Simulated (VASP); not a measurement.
# Zr2Pd2Se (P6/mmm) in VASP: further runs, part 2 of 2

VASP 6.6.1.

**3. Single point, PBE**

This run uses another cell than the first one, of 22.01 Å³/atom, 1.235 times its volume.

File INCAR:

```
SYSTEM = Zr2Pd2Se
PREC = Accurate ; ENCUT = 520
EDIFF = 1E-7 ; ISMEAR = 0
SIGMA = 0.1 ; LREAL = .FALSE.
LASPH = .TRUE. ; NELM = 60
ALGO = Normal ; ISIF = 2
LWAVE = .FALSE. ; LCHARG = .FALSE.
GGA = PE ; NBANDS = 33
```

File KPOINTS:

```
regular mesh
0
G
  6 6 4
  0 0 0
```

File POSCAR:

```
Zr2Pd2Se
1.0
    4.9653812812     -0.0000000029      0.0000000000
   -2.4826906381      4.3001463304      0.0000000000
    0.0000000000      0.0000000000      5.1544502276
Zr Pd Se
2 2 1
Direct
    0.3333333333      0.6666666667      0.5000000000
    0.6666666667      0.3333333333      0.5000000000
    0.3333333333      0.6666666667      0.0000000000
    0.6666666667      0.3333333333      0.0000000000
    0.0000000000      0.0000000000      0.5000000000
```

Potentials or basis: VASP PAW PBE potentials, release 64 (Zr_sv, Pd, Se).

On the command line:

```sh
cat potpaw_PBE.64/Zr_sv/POTCAR potpaw_PBE.64/Pd/POTCAR potpaw_PBE.64/Se/POTCAR > POTCAR
mpirun -np 1 vasp_std > vasp.out
```

OUTCAR:

```text
SYSTEM = Zr2Pd2Se
   PREC = Accurate
   ENCUT = 520
   EDIFF = 1E-7
   ISMEAR = 0
   LREAL = .FALSE.
   LASPH = .TRUE.
   NELM = 60
   ISIF = 2
   GGA = PE

 ion  position               nearest neighbor table
   1  0.333  0.667  0.500-   3 2.58   3 2.58   2 2.87   2 2.87   5 2.87   5 2.87   5 2.87   2 2.87

   2  0.667  0.333  0.500-   4 2.58   4 2.58   1 2.87   1 2.87   5 2.87   5 2.87   5 2.87   1 2.87

   3  0.333  0.667  0.000-   1 2.58   1 2.58   4 2.87   4 2.87   4 2.87
   4  0.667  0.333  0.000-   2 2.58   2 2.58   3 2.87   3 2.87   3 2.87
   5  0.000  0.000  0.500-   1 2.87   2 2.87   1 2.87   2 2.87   2 2.87   1 2.87

  LATTYP: Found a hexagonal cell.
 ALAT       =     4.9653812812
 C/A-ratio  =     1.0380774276

  Lattice vectors:

 A1 = (   4.9653812812,  -0.0000000029,   0.0000000000)
 A2 = (  -2.4826906381,   4.3001463304,   0.0000000000)
 A3 = (   0.0000000000,   0.0000000000,   5.1544502276)

Analysis of symmetry for initial positions (statically):
=====================================================================
 Subroutine PRICEL returns:
 Original cell was already a primitive cell.

 Routine SETGRP: Setting up the symmetry group for a
 hexagonal supercell.

 Subroutine GETGRP returns: Found 24 space group operations
 (whereof 24 operations were pure point group operations)
 out of a pool of 24 trial point group operations.

The static configuration has the point symmetry D_6h.

Analysis of symmetry for dynamics (positions and initial velocities):
=====================================================================
 Subroutine PRICEL returns:
 Original cell was already a primitive cell.

 Routine SETGRP: Setting up the symmetry group for a
 hexagonal supercell.

 Subroutine GETGRP returns: Found 24 space group operations
 (whereof 24 operations were pure point group operations)
 out of a pool of 24 trial point group operations.

The dynamic configuration has the point symmetry D_6h.

[... 121 lines left out ...]
  volume/ion in A,a.u.               =      22.01       148.54
  Fermi-wavevector in a.u.,A,eV,Ry     =   1.258516  2.378251 21.549761  1.583863
  Thomas-Fermi vector in A             =   2.392122
   LORBIT       =      0    0 simple, 1 ext, 2 COOP (PROOUT), +10 PAW based schemes
   GGA     = PE    functional components
   LHFCALC =     F    Hartree Fock is set to
   AEXX    =    0.0000 exact exchange contribution
   IVDW    =     0    specifies the selected vdW correction
   LEPSILON=     F    determine dielectric tensor
   LRPA    =     F    only Hartree local field effects (RPA)
 non-spin polarized calculation
 Gauss-broadening in eV      SIGMA  =   0.10
  energy-cutoff  :      520.00
  volume of cell :      110.06
 maximum number of plane-waves:      3001
 NGX is ok and might be reduce to    40
   NGX = 19   NGY = 19   NGZ = 19

 number of electron      50.0000005 magnetization

 Free energy of the ion-electron system (eV)
  ---------------------------------------------------
  ext. energy  EPLUGINS =         0.00000000
  ---------------------------------------------------
  free energy    TOTEN  =       -30.59438719 eV

  energy without entropy =      -30.57232055  energy(sigma->0) =      -30.58335387

 E-fermi :   6.9969     XC(G=0): -10.6888

 val. band max:        6.9923942948   @ k =   0.0000   0.0000   0.0000
 cond. band min:       7.0229246926   @ k =   0.1667   0.1667   0.0000
 fundamental gap:      0.0305303978
 Fermi energy:         6.9968690981

 k-point     1 :       0.0000    0.0000    0.0000
  band No.  band energies     occupation
      1     -42.1517      2.00000
      2     -41.9037      2.00000
      3     -20.5670      2.00000
      4     -20.5670      2.00000
      5     -20.2992      2.00000
      6     -20.0588      2.00000
[... 745 lines left out ...]
     32       9.6269      0.00000
     33      10.2840      0.00000

------------------------ aborting loop because EDIFF is reached ----------------------------------------

  FORCE on cell =-STRESS in cart. coord.  units (eV):
  Direction    XX          YY          ZZ          XY          YZ          ZX
  --------------------------------------------------------------------------------------
  -------------------------------------------------------------------------------------
  Total       -0.0201781     -0.0201781      0.2089004      0.0000000     -0.0000000      0.0000000
  in kB       -0.2937458     -0.2937458      3.0411063      0.0000000     -0.0000000      0.0000000
  external PRESSURE =       0.8178716 kB  Pullay stress =       0.0000000 kB

 VOLUME and BASIS-vectors are now :
 -----------------------------------------------------------------------------
  energy-cutoff  :      520.00
  volume of cell :      110.06
      direct lattice vectors                 reciprocal lattice vectors
     4.965381281 -0.000000003  0.000000000     0.201394403  0.116275113  0.000000000
    -2.482690638  4.300146330  0.000000000     0.000000000  0.232550226  0.000000000
     0.000000000  0.000000000  5.154450228     0.000000000  0.000000000  0.194007111

 POSITION                                       TOTAL-FORCE (eV/Angst)
 -----------------------------------------------------------------------------------
      0.00000      2.86676      2.57723        -0.000000      0.000000      0.000000
      2.48269      1.43338      2.57723         0.000000     -0.000000      0.000000
      0.00000      2.86676      0.00000        -0.000000     -0.000000     -0.000000
      2.48269      1.43338      0.00000        -0.000000     -0.000000      0.000000
      0.00000      0.00000      2.57723         0.000000      0.000000      0.000000
 -----------------------------------------------------------------------------------
    total drift:                                0.000000     -0.000000     -0.000000

  FREE ENERGIE OF THE ION-ELECTRON SYSTEM (eV)
  ---------------------------------------------------
  free  energy   TOTEN  =       -30.5943871918 eV

  energy  without entropy=      -30.5723205452  energy(sigma->0) =      -30.58335387
```

It took 65 s on 1 thread of Intel Xeon 6975P-C (Granite Rapids), shared host; peak memory 0.28 GiB.

What came out:

| Quantity | Value |
| --- | --- |
| Free energy | -30.5944 eV |
| Pressure | 0.1 GPa |
| Band gap on the k mesh | zero (band 25 reaches 7.69 eV, above the bottom of band 26 at 6.24 eV) |

Stress tensor (GPa, compression positive):
```
-0.03  0.00  0.00
 0.00 -0.03  0.00
 0.00  0.00  0.30
```

Levels at points of the mesh, in eV from the Fermi level:
```tsv
k point	band 23	band 24	band 25	band 26	band 27	band 28
(0.00, 0.00, 0.00)	-1.83	0.00	0.69	0.69	1.47	1.47
(0.50, 0.00, 0.00)	-1.12	-0.28	-0.21	0.09	1.13	1.86
(0.00, 0.00, 0.50)	-0.96	-0.43	-0.43	-0.26	-0.12	0.83
(0.50, 0.00, 0.50)	-1.40	-1.11	-0.50	0.24	0.46	0.77
```
